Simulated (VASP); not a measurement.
A run of VASP 6.6.1 is set up as follows.

INCAR

```
SYSTEM = H
PREC = Accurate
ENCUT = 520
EDIFF = 1E-6
ISMEAR = -1
SIGMA = 0.02
LREAL = Auto
LASPH = .True.
NELM = 80
ALGO = Normal
ISIF = 2
LWAVE = .False.
LCHARG = .False.
GGA = PE
NBANDS = 22
```

The input KPOINTS:

```
Automatic mesh
0
Gamma
  2 2 2
  0.5 0.5 0.5
```

Contents of POSCAR:

```
H
1.0
   -3.3830689400      3.3830689400     -4.1169479800
   -3.3830689400     -3.3830689400      4.1169479800
    3.3830689400      3.3830689400      4.1169479800
H
16
Direct
    0.4993415830      1.0443054933      0.4955877364
    0.5557573710      0.4122480600      0.5216503532
    0.1133521092      0.9594223477      0.5414296833
   -0.0433983175      0.4930915811      0.4805814902
    0.5629903008      1.0354680772      1.0314720014
    0.3866458305      0.4332331211      0.8738899704
   -0.0525083890      0.9888460845      0.8632046898
   -0.0578383129      0.5166054269      0.9244537517
    0.3843495427      0.4336521063     -0.0095425275
    0.4153412257     -0.0217369509     -0.0237100115
    0.0550686384      0.6249764618      0.0531908925
   -0.0337548545      0.0332789550     -0.0110382028
    0.5440824685      0.4700181184      0.6291116839
    0.6311715894      0.0473899101      0.5399261337
    0.0639021858      0.5884826990      0.6155786588
   -0.0245030478     -0.0592818439      0.4742137874
```

Potentials or basis: VASP PAW PBE potentials, release 64 (H).

Command:

```bash
$ cat potpaw_PBE.64/H/POTCAR > POTCAR
$ mpirun -np 1 vasp_std > vasp.out
```

**Question.** Estimate the band gap on the k mesh.

**Answer.** 8.91 eV (least direct gap 9.00 eV).

**Question.** Predict the pressure.

**Answer.** 0.9 GPa.

**Question.** What does it give for the largest force?

**Answer.** 1.083 eV/Å.

Stress tensor (GPa, compression positive):
```
 0.93 -0.29  0.03
-0.29  1.33 -0.27
 0.03 -0.27  0.48
```

Caveat: the k points lie up to 0.60 Å⁻¹ apart; the atoms stand as in a frame of molecular dynamics; this functional lacks dispersion, which holds the molecules together, so the pressure and a relaxed volume are unreliable; a shifted mesh leaves out Γ, where band edges can lie; forces of over 1 eV/Å act on the atoms, so gaps and moduli don't describe the material at rest. A k mesh can miss the band edges.
